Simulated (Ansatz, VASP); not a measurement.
Two plane-wave programs on ZnSe3

File INCAR:

```
SYSTEM = ZnSe3
ALGO = Normal
EDIFF = 1E-7
EDIFFG = -0.01
ENCUT = 500
GGA = PE
GGA_COMPAT = .False.
IBRION = 2
ISIF = 3
ISMEAR = 0
LASPH = .True.
LCHARG = .False.
LREAL = .False.
LWAVE = .False.
NELM = 120
NELMIN = 4
NSW = 100
PREC = Accurate
SIGMA = 0.1
```

The input KPOINTS:

```
k-points
0
Gamma
  12 12 12
  0 0 0
```

File POSCAR:

```
ZnSe3
1.0
    0.0000000000      3.3988580973      3.3988580973
    3.3988580973      0.0000000000      3.3988580973
    3.3988580973      3.3988580973      0.0000000000
Zn Se
1 3
Direct
    0.5000000000      0.5000000000      0.5000000000
    0.0000000000      0.0000000000      0.0000000000
    0.2500000000      0.2500000000      0.2500000000
    0.7500000000      0.7500000000      0.7500000000
```

Input for Ansatz:

```yaml
crystal:
  lattice:
    - [0.0, 3.3988580973, 3.3988580973]
    - [3.3988580973, 0.0, 3.3988580973]
    - [3.3988580973, 3.3988580973, 0.0]
  atoms:
    - { symbol: Zn, position: [0.5, 0.5, 0.5] }
    - { symbol: Se, position: [0.0, 0.0, 0.0] }
    - { symbol: Se, position: [0.25, 0.25, 0.25] }
    - { symbol: Se, position: [0.75, 0.75, 0.75] }
basis:
  ecutwfc: 420
kpoints:
  mp_grid: { grid: [12, 12, 12] }
hamiltonian:
  xc: pbe
scf:
  occupations: { method: gaussian, width: 0.1 }
output:
  forces: true
  stress: true
  eigenvalues: true
  write_density: true
  write_potential: true
  elf: true
  volumetric_format: npy
relax:
  adjacent_minimum: "off"
  f_tol: 0.01
  max_steps: 80
  cell: { stress_tol: 0.05 }
```

Change from the starting cell: species swapped into the Mg3Al type (Fm-3m, No. 225).

Alike in both runs: task relaxation of cell and atoms; functional PBE; k mesh 12 × 12 × 12; occupations gaussian, width 0.1 eV; no spin polarisation.

|  | VASP | Ansatz |
| --- | --- | --- |
| version | VASP 6.6.1 | Ansatz 0.2.0 |
| potentials or method | VASP PAW PBE potentials, release 64 (Zn, Se), cutoff 500 eV | scalar-relativistic, plane waves, PAW |
| valence electrons in the cell | 30 | 60 |

```tsv
	VASP	Ansatz	Ansatz less VASP
gap on the k mesh at the Fermi level, each at its own relaxed structure (eV)	none	none	-
relaxed volume (Å³/atom)	19.81	19.77	-0.038
relaxed cell length with the largest relative difference (Å)	4.821	4.818	-0.0031
```

A gap of «none» marks a metal or a gap that the smearing closes. VASP's potentials hold 30 valence electrons a cell and Ansatz's 60, so a difference there can come from the potentials and not from the codes.
